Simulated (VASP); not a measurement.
## Ga: single point with PBE

Crystal: Ga.

```
Ga
1.0
     2.80287    0.00000    0.11114
     0.00000    3.26353    0.00000
    -1.19564    0.00000    3.94547
Ga
2
Direct
  0.90299 0.25000 0.26452
  0.09701 0.75000 0.73548
```

This cell differs from its parent crystal: strained and its atoms moved.

```yaml
Program: VASP 6.6.1
Task: single point
Functional: PBE
Potentials_or_basis: VASP PAW PBE potentials, release 64 (Ga_d)
Cutoff: 520 eV
k_mesh: 16 × 12 × 10
Occupations: gaussian, width 0.1 eV
Spin: no spin polarisation
```

- Pressure: 5.1 GPa
- Largest force: 1.426 eV/Å
- Band gap on the k mesh: zero (bands 13 and 14 overlap by 8.63 eV)

Forces in eV/Å, atoms in the order of the input:
```
Ga   0.058  0.000 -1.425
Ga  -0.058  0.000  1.425
```

Stress tensor (GPa, compression positive):
```
-0.76  0.00 -1.46
 0.00  7.49  0.00
-1.46  0.00  8.51
```

Levels at points of the mesh, in eV from the Fermi level:
```tsv
k point	band 11	band 12	band 13	band 14	band 15	band 16
(0.00, 0.00, 0.00)	-11.36	-2.11	-1.36	1.97	5.82	8.61
(0.50, 0.00, 0.00)	-6.98	-4.96	-0.60	0.73	5.15	5.43
(0.00, 0.50, 0.00)	-7.75	-7.75	1.74	1.74	2.80	2.80
(0.50, 0.50, 0.00)	-3.55	-3.55	-1.42	-1.42	2.82	2.82
(0.00, 0.00, 0.50)	-9.35	-8.51	4.22	5.22	6.36	6.52
(0.50, 0.00, 0.50)	-6.25	-4.93	-1.61	-1.32	6.27	7.53
(0.00, 0.50, 0.50)	-5.88	-5.88	-4.39	-4.39	10.61	10.61
(0.50, 0.50, 0.50)	-2.78	-2.78	-1.37	-1.37	0.99	0.99
```

It took 100 s on 1 thread of Intel(R) Xeon(R) 6975P-C (Granite Rapids), with other jobs on the host, peak memory 0.41 GiB.

Caveat: the cell differs from its parent crystal (strained and its atoms moved); the stress differs along the axes, from -1 to 9 GPa; forces of over 1 eV/Å act on the atoms, so gaps and moduli don't describe the material at rest.
